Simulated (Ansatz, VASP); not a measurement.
**BN: VASP beside Ansatz**

```
B N
1.0
     0.00000    1.73783    1.73783
     1.73783    0.00000    1.73783
     1.73783    1.73783    0.00000
B N
1 1
Cartesian
  0.0000 0.0000 0.0000
  0.8689 0.8689 0.8689
```

Alike in both runs: task single point; functional PBEsol; k mesh 12 × 12 × 12; occupations gaussian, width 0.02 eV; no spin polarisation.

|  | VASP | Ansatz |
| --- | --- | --- |
| version | VASP 6.6.1 | Ansatz 0.2.0 |
| potentials or method | VASP PAW PBE potentials, release 64 (B, N), cutoff 600 eV | scalar-relativistic, plane waves, PAW |
| valence electrons in the cell | 8 | 8 |

Ansatz gave:

- gap on the k mesh at the Fermi level (eV): 4.41
- least direct gap on the mesh (eV): 9.33

Q: Which values does VASP return?

A: gap on the k mesh at the Fermi level (eV): 4.39; least direct gap on the mesh (eV): 9.32.

VASP's potentials were made for PBE, not for PBEsol.
